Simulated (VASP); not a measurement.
# Te2Mo (P6_3/mmc) in VASP: single point with PBE+U

Aim: the single point of Te2Mo with PBE+U.

Everything below comes from runs of VASP 6.6.1. Logs are shortened: lines on timing, memory, paths and dates and some standing lists are left out, and cuts for length are marked.

### Step 1. The cell of the first run

Symmetry: P6_3/mmc, No. 194, hexagonal system. Conventional cell: a = 3.557 Å, b = 3.557 Å, c = 15.340 Å, α = 90.00°, β = 90.00°, γ = 120.00°. Te (site symmetry 3m) has 3 Mo at 2.74 Å and 7 Te at 3.56 to 3.62 Å within 3.7 Å. Within 3.6 Å of Mo (site symmetry -6m2) lie 6 Te at 2.74 Å and 6 Mo at 3.56 Å.

### Step 2. Single point, PBE+U, collinear spin

File INCAR:

```
PREC = Accurate ; ENCUT = 520
EDIFF = 1E-6 ; ISMEAR = 0
SIGMA = 0.05 ; LREAL = F
LASPH = T ; NELM = 150
ALGO = Normal ; ISIF = 2
LWAVE = F ; LCHARG = F
ISPIN = 2 ; MAGMOM = 0 0 0 0 2 2
LORBIT = 11 ; LMAXMIX = 4
LDAU = T ; LDAUTYPE = 2
LDAUL = -1 2 ; LDAUU = 0 5
LDAUJ = 0 0 ; LDAUPRINT = 1
GGA = PE ; NBANDS = 39
```

File KPOINTS:

```
Automatic mesh
0
Gamma
  10 10 2
```

File POSCAR:

```
Te2Mo
1.0
    3.5565664135      0.0000000000      0.0000000000
   -1.7782832068      3.0800768643      0.0000000000
    0.0000000000      0.0000000000     15.3398765745
Te Mo
4 2
Direct
    0.3333333333      0.6666666667      0.6321297193
    0.6666666667      0.3333333333      0.1321297193
    0.3333333333      0.6666666667      0.8678702807
    0.6666666667      0.3333333333      0.3678702807
    0.3333333333      0.6666666667      0.2500000000
    0.6666666667      0.3333333333      0.7500000000
```

Potentials or basis: VASP PAW PBE potentials, release 64 (Te, Mo_sv).

Launch:

```bash
$ cat potpaw_PBE.64/Te/POTCAR potpaw_PBE.64/Mo_sv/POTCAR > POTCAR
$ mpirun -np 1 vasp_std > vasp.out
```

OUTCAR:

```text
PREC = Accurate
   ENCUT = 520
   EDIFF = 1E-6
   ISMEAR = 0
   LREAL = F
   LASPH = T
   NELM = 150
   ISIF = 2
   ISPIN = 2
   LORBIT = 11
   GGA = PE

 ion  position               nearest neighbor table
   1  0.333  0.667  0.632-   6 2.74   6 2.74   6 2.74   3 3.62
   2  0.667  0.333  0.132-   5 2.74   5 2.74   5 2.74   4 3.62
   3  0.333  0.667  0.868-   6 2.74   6 2.74   6 2.74   1 3.62
   4  0.667  0.333  0.368-   5 2.74   5 2.74   5 2.74   2 3.62
   5  0.333  0.667  0.250-   2 2.74   4 2.74   2 2.74   4 2.74   2 2.74   4 2.74
   6  0.667  0.333  0.750-   1 2.74   3 2.74   1 2.74   3 2.74   1 2.74   3 2.74

  LATTYP: Found a hexagonal cell.
 ALAT       =     3.5565664135
 C/A-ratio  =     4.3131140519

  Lattice vectors:

 A1 = (   3.5565664135,   0.0000000000,   0.0000000000)
 A2 = (  -1.7782832068,   3.0800768643,   0.0000000000)
 A3 = (   0.0000000000,   0.0000000000,  15.3398765745)

Analysis of symmetry for initial positions (statically):
=====================================================================
 Subroutine PRICEL returns:
 Original cell was already a primitive cell.

 Routine SETGRP: Setting up the symmetry group for a
 hexagonal supercell.

 Subroutine GETGRP returns: Found 24 space group operations
 (whereof 12 operations were pure point group operations)
 out of a pool of 24 trial point group operations.

The static configuration has the point symmetry D_3d.
 The point group associated with its full space group is D_6h.

Analysis of symmetry for dynamics (positions and initial velocities):
=====================================================================
 Subroutine PRICEL returns:
 Original cell was already a primitive cell.

 Routine SETGRP: Setting up the symmetry group for a
 hexagonal supercell.

 Subroutine GETGRP returns: Found 24 space group operations
 (whereof 12 operations were pure point group operations)
 out of a pool of 24 trial point group operations.

The dynamic configuration has the point symmetry D_3d.
 The point group associated with its full space group is D_6h.

Analysis of structural, dynamic, and magnetic symmetry:
=====================================================================
 Subroutine PRICEL returns:
 Original cell was already a primitive cell.

 Routine SETGRP: Setting up the symmetry group for a
 hexagonal supercell.

 Subroutine GETGRP returns: Found 24 space group operations
 (whereof 12 operations were pure point group operations)
 out of a pool of 24 trial point group operations.

The overall configuration has the point symmetry D_3d.
 The point group associated with its full space group is D_6h.

 Subroutine INISYM returns: Found 24 space group operations
 (whereof 12 operations are pure point group operations),
 and found     1 'primitive' translations

----------------------------------------------------------------------------------------

                                     Primitive cell

  volume of cell :     168.0406

  direct lattice vectors                    reciprocal lattice vectors
     3.556566414  0.000000000  0.000000000     0.281170062  0.162333611  0.000000000
    -1.778283207  3.080076864  0.000000000     0.000000000  0.324667222  0.000000000
     0.000000000  0.000000000 15.339876574     0.000000000  0.000000000  0.065189573
[... 161 lines left out ...]
  o =  0.3817  v =  0.0000  0.0000  0.0000  0.0000  0.0000  0.2489 -0.0000  0.0000  0.0000  0.9685      0.0000  0.0000  0.0000  0.0000  0.0000  0.0000  0.0000  0.0000  0.0000  0.0000
  o =  0.3826  v =  0.0000  0.0000  0.0000  0.0000  0.0000  0.0000  0.0000  1.0000  0.0000 -0.0000      0.0000  0.0000  0.0000  0.0000  0.0000  0.0000  0.0000  0.0000  0.0000  0.0000
  o =  0.3826  v =  0.3422 -0.0000  0.0000 -0.0000 -0.9396  0.0000  0.0000  0.0000  0.0000  0.0000      0.0000  0.0000  0.0000  0.0000  0.0000  0.0000  0.0000  0.0000  0.0000  0.0000
  o =  0.3826  v =  0.9396  0.0000  0.0000  0.0000  0.3422  0.0000  0.0000  0.0000  0.0000  0.0000      0.0000  0.0000  0.0000  0.0000  0.0000  0.0000  0.0000  0.0000  0.0000  0.0000
  o =  0.3973  v =  0.0000  0.0000  0.0000  0.0000  0.0000 -0.0000  0.8945 -0.0000  0.4472  0.0000      0.0000  0.0000  0.0000  0.0000  0.0000  0.0000  0.0000  0.0000  0.0000  0.0000
  o =  0.3973  v =  0.0000  0.0000  0.0000  0.0000  0.0000 -0.0000 -0.4472  0.0000  0.8945 -0.0000      0.0000  0.0000  0.0000  0.0000  0.0000  0.0000  0.0000  0.0000  0.0000  0.0000
  o =  0.3975  v =  0.0000  0.8945 -0.0000  0.4471 -0.0000  0.0000  0.0000  0.0000  0.0000  0.0000      0.0000  0.0000  0.0000  0.0000  0.0000  0.0000  0.0000  0.0000  0.0000  0.0000
  o =  0.3975  v =  0.0000 -0.4471  0.0000  0.8945  0.0000  0.0000  0.0000  0.0000  0.0000  0.0000      0.0000  0.0000  0.0000  0.0000  0.0000  0.0000  0.0000  0.0000  0.0000  0.0000

atom =   6  type =  2  l = 2

 onsite density matrix

spin component  1

  0.3826  0.0000  0.0000  0.0000  0.0000
  0.0000  0.3975  0.0000 -0.0000 -0.0000
  0.0000  0.0000  0.3812 -0.0000 -0.0000
  0.0000 -0.0000 -0.0000  0.3975  0.0000
  0.0000 -0.0000 -0.0000  0.0000  0.3826

spin component  2

  0.3817 -0.0000  0.0000  0.0000  0.0000
 -0.0000  0.3973 -0.0000 -0.0000  0.0000
  0.0000 -0.0000  0.3826 -0.0000 -0.0000
  0.0000 -0.0000 -0.0000  0.3973 -0.0000
  0.0000  0.0000 -0.0000 -0.0000  0.3817

 occupancies and eigenvectors

  o =  0.3812  v =  0.0000 -0.0000 -1.0000 -0.0000 -0.0000  0.0000  0.0000  0.0000  0.0000  0.0000      0.0000  0.0000  0.0000  0.0000  0.0000  0.0000  0.0000  0.0000  0.0000  0.0000
  o =  0.3817  v =  0.0000  0.0000  0.0000  0.0000  0.0000  0.0774  0.0000 -0.0000 -0.0000 -0.9970      0.0000  0.0000  0.0000  0.0000  0.0000  0.0000  0.0000  0.0000  0.0000  0.0000
  o =  0.3817  v =  0.0000  0.0000  0.0000  0.0000  0.0000  0.9970 -0.0000 -0.0000  0.0000  0.0774      0.0000  0.0000  0.0000  0.0000  0.0000  0.0000  0.0000  0.0000  0.0000  0.0000
  o =  0.3826  v =  0.0000  0.0000  0.0000  0.0000  0.0000 -0.0000  0.0000 -1.0000 -0.0000  0.0000      0.0000  0.0000  0.0000  0.0000  0.0000  0.0000  0.0000  0.0000  0.0000  0.0000
  o =  0.3826  v =  0.0995 -0.0000  0.0000 -0.0000 -0.9950  0.0000  0.0000  0.0000  0.0000  0.0000      0.0000  0.0000  0.0000  0.0000  0.0000  0.0000  0.0000  0.0000  0.0000  0.0000
  o =  0.3826  v =  0.9950  0.0000  0.0000  0.0000  0.0995  0.0000  0.0000  0.0000  0.0000  0.0000      0.0000  0.0000  0.0000  0.0000  0.0000  0.0000  0.0000  0.0000  0.0000  0.0000
  o =  0.3973  v =  0.0000  0.0000  0.0000  0.0000  0.0000 -0.0000  0.8945 -0.0000  0.4472  0.0000      0.0000  0.0000  0.0000  0.0000  0.0000  0.0000  0.0000  0.0000  0.0000  0.0000
  o =  0.3973  v =  0.0000  0.0000  0.0000  0.0000  0.0000  0.0000 -0.4472  0.0000  0.8945 -0.0000      0.0000  0.0000  0.0000  0.0000  0.0000  0.0000  0.0000  0.0000  0.0000  0.0000
  o =  0.3975  v =  0.0000  0.8945 -0.0000  0.4472 -0.0000  0.0000  0.0000  0.0000  0.0000  0.0000      0.0000  0.0000  0.0000  0.0000  0.0000  0.0000  0.0000  0.0000  0.0000  0.0000
  o =  0.3975  v = -0.0000 -0.4472  0.0000  0.8945  0.0000  0.0000  0.0000  0.0000  0.0000  0.0000      0.0000  0.0000  0.0000  0.0000  0.0000  0.0000  0.0000  0.0000  0.0000  0.0000

 number of electron      52.0000000 magnetization       0.0000153

 Free energy of the ion-electron system (eV)
  ---------------------------------------------------
  ext. energy  EPLUGINS =         0.00000000
  ---------------------------------------------------
  free energy    TOTEN  =       -24.13376880 eV

  energy without entropy =      -24.13376880  energy(sigma->0) =      -24.13376880

 E-fermi :   7.0992     XC(G=0):  -9.7307

 val. band max:        6.6833987521   @ k =   0.3000   0.3000   0.0000
 cond. band min:       7.7257949423   @ k =   0.2000   0.2000   0.0000
 fundamental gap:      1.0423961901
 Fermi energy:         7.0991505442

 spin component 1

 k-point     1 :       0.0000    0.0000    0.0000
  band No.  band energies     occupation
      1     -54.5675      1.00000
      2     -54.5675      1.00000
      3     -28.6784      1.00000
      4     -28.6784      1.00000
      5     -28.5956      1.00000
      6     -28.5956      1.00000
[... 1961 lines left out ...]
     37      13.0709      0.00000
     38      13.0709      0.00000

 [... further k-points ...]

 [bands above 38 left out]

------------------------ aborting loop because EDIFF is reached ----------------------------------------

  FORCE on cell =-STRESS in cart. coord.  units (eV):
  Direction    XX          YY          ZZ          XY          YZ          ZX
  --------------------------------------------------------------------------------------
  -------------------------------------------------------------------------------------
  Total        1.3898230      1.3898230      1.9730920     -0.0000000      0.0000000      0.0000000
  in kB       13.2512160     13.2512160     18.8123728     -0.0000000      0.0000000      0.0000000
  external PRESSURE =      15.1049349 kB  Pullay stress =       0.0000000 kB

 VOLUME and BASIS-vectors are now :
 -----------------------------------------------------------------------------
  energy-cutoff  :      520.00
  volume of cell :      168.04
      direct lattice vectors                 reciprocal lattice vectors
     3.556566414  0.000000000  0.000000000     0.281170062  0.162333611  0.000000000
    -1.778283207  3.080076864  0.000000000     0.000000000  0.324667222  0.000000000
     0.000000000  0.000000000 15.339876574     0.000000000  0.000000000  0.065189573

 POSITION                                       TOTAL-FORCE (eV/Angst)
 -----------------------------------------------------------------------------------
     -0.00000      2.05338      9.69679        -0.000000      0.000000     -0.273181
      1.77828      1.02669      2.02685        -0.000000     -0.000000     -0.273181
     -0.00000      2.05338     13.31302        -0.000000      0.000000      0.273181
      1.77828      1.02669      5.64308        -0.000000      0.000000      0.273181
     -0.00000      2.05338      3.83497        -0.000000      0.000000     -0.000000
      1.77828      1.02669     11.50491         0.000000     -0.000000     -0.000000
 -----------------------------------------------------------------------------------
    total drift:                                0.000000     -0.000000      0.000000

  FREE ENERGIE OF THE ION-ELECTRON SYSTEM (eV)
  ---------------------------------------------------
  free  energy   TOTEN  =       -24.1337688034 eV

  energy  without entropy=      -24.1337688034  energy(sigma->0) =      -24.13376880

 total charge

# of ion       s       p       d       tot
------------------------------------------
    1        1.384   1.983   0.060   3.426
    2        1.384   1.983   0.060   3.426
    3        1.384   1.983   0.060   3.426
    4        1.384   1.983   0.060   3.426
    5        2.261   6.149   3.836  12.246
    6        2.261   6.149   3.836  12.246
--------------------------------------------------
tot         10.058  20.228   7.911  38.197

 magnetization (x)

# of ion       s       p       d       tot
------------------------------------------
    1       -0.000  -0.000   0.000  -0.000
    2       -0.000  -0.000   0.000  -0.000
    3       -0.000  -0.000   0.000  -0.000
    4       -0.000  -0.000   0.000  -0.000
    5       -0.000  -0.000   0.001   0.001
    6       -0.000  -0.000   0.001   0.001
--------------------------------------------------
tot         -0.000  -0.001   0.001   0.000
```

Run time: 5.6 min. Hardware: 1 thread of Intel Xeon Platinum 8559C (Emerald Rapids), shared host; peak memory 0.51 GiB.

Results:

* Free energy: -24.1338 eV
* Pressure: 1.5 GPa
* Largest force: 0.273 eV/Å
* Band gap on the k mesh: 1.04 eV (least direct gap 1.18 eV)
* Net moment: 0.00 μB per cell
* Valence electrons inside the program's atomic spheres: Te 3.43; Mo 12.25

Forces on the atoms (eV/Å):
```
Te   0.000  0.000 -0.273
Te   0.000  0.000 -0.273
Te   0.000  0.000  0.273
Te   0.000  0.000  0.273
Mo   0.000  0.000  0.000
Mo   0.000  0.000  0.000
```

Stress tensor (GPa, compression positive):
```
1.33 0.00 0.00
0.00 1.33 0.00
0.00 0.00 1.88
```

Eigenvalues of the final occupation matrices:
```csv
site,spin,trace,eigenvalues
site 5 d,1,1.94,0.38 0.38 0.38 0.40 0.40
site 5 d,2,1.94,0.38 0.38 0.38 0.40 0.40
site 6 d,1,1.94,0.38 0.38 0.38 0.40 0.40
site 6 d,2,1.94,0.38 0.38 0.38 0.40 0.40
```

Caveat: spin-orbit coupling is left out, which moves the levels of the heavy elements; this functional lacks dispersion, which binds layers or chains, so the pressure and a relaxed spacing across them are unreliable; the U is typed as a test and isn't derived for this compound.
